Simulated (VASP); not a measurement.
PbO2, 3 atoms in the cell. It takes space group Fm-3m (No. 225, cubic). The conventional cell has a = 5.629 Å, b = 5.629 Å, c = 5.629 Å, α = 90.00°, β = 90.00°, γ = 90.00°. Within 3.2 Å of Pb (site symmetry m-3m) lie 8 O at 2.44 Å. Within 3.2 Å of O (site symmetry -43m) lie 4 Pb at 2.44 Å and 6 O at 2.81 Å. 

| Quantity | Value |
| --- | --- |
| Program | VASP 6.6.1 |
| Task | single point |
| Functional | PBE |
| Potentials or basis | VASP PAW PBE potentials, release 64 (Pb_d, O) |
| Cutoff | 520 eV |
| k mesh | 6 × 6 × 6 |
| Occupations | gaussian, width 0.1 eV |
| Spin | no spin polarisation |
| Dipole correction | no |
| Further INCAR settings | ALGO = Normal; EDIFF = 1e-06; NBANDS = 20 |

Potentials or basis: VASP PAW PBE potentials, release 64 (Pb_d, O).

Run with:

```console
$ cat potpaw_PBE.64/Pb_d/POTCAR potpaw_PBE.64/O/POTCAR > POTCAR
$ mpirun -np 1 vasp_std > vasp.out
```

Hardware: 1 thread of Intel(R) Xeon(R) 6975P-C (Granite Rapids), on a shared host.

Task: Estimate the wall time of this run.

Result: Run time: 8.2 s on 1 thread of Intel(R) Xeon(R) 6975P-C (Granite Rapids), with other jobs on the host, peak memory 0.16 GiB. Counts: scf iterations 13, k points 16.
